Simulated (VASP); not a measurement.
ReCl:

```
Re Cl
1.0
     0.00000    2.73420    2.73420
     2.73420    0.00000    2.73420
     2.73420    2.73420    0.00000
Re Cl
1 1
Cartesian
  0.0000 0.0000 0.0000
  2.7342 2.7342 2.7342
```

* Program: VASP 6.6.1
* Task: relaxation of cell and atoms
* Functional: PBE
* Potentials or basis: VASP PAW PBE potentials, release 64 (Re, Cl)
* Cutoff: 600 eV
* k mesh: 6 × 6 × 6
* Occupations: gaussian, width 0.1 eV
* Spin: collinear spin
* Starting moments: [2.41, 0.0] μB

At the start: pressure -9.5 GPa; volume 20.44 Å³/atom.

Task: Where does the relaxation end?

Result: Over 4 steps the energy falls by 116.4 meV/atom and the volume is 16.57 Å³/atom (-18.9 %); space group Fm-3m (No. 225, to 0.1 Å) before and after; moment 1.89 μB per cell.

Step by step:
```csv
step,energy change (eV),largest force (eV/Å),pressure (GPa),volume (Å³)
1,0.0000,0.0000,-9.50,40.88
2,-0.2263,0.0000,-1.83,34.12
3,-0.2249,0.0000,2.58,31.90
4,-0.2329,0.0000,-0.28,33.15
```

Final structure:
```xyz
2
Lattice="0.0000 2.5497 2.5497 2.5497 0.0000 2.5497 2.5497 2.5497 0.0000" Properties=species:S:1:pos:R:3 pbc="T T T"
Re    0.0000    0.0000    0.0000
Cl    2.5497    2.5497    2.5497
```

Caveat: the volume moved by over 15 % at a fixed basis, so the end points are rough.
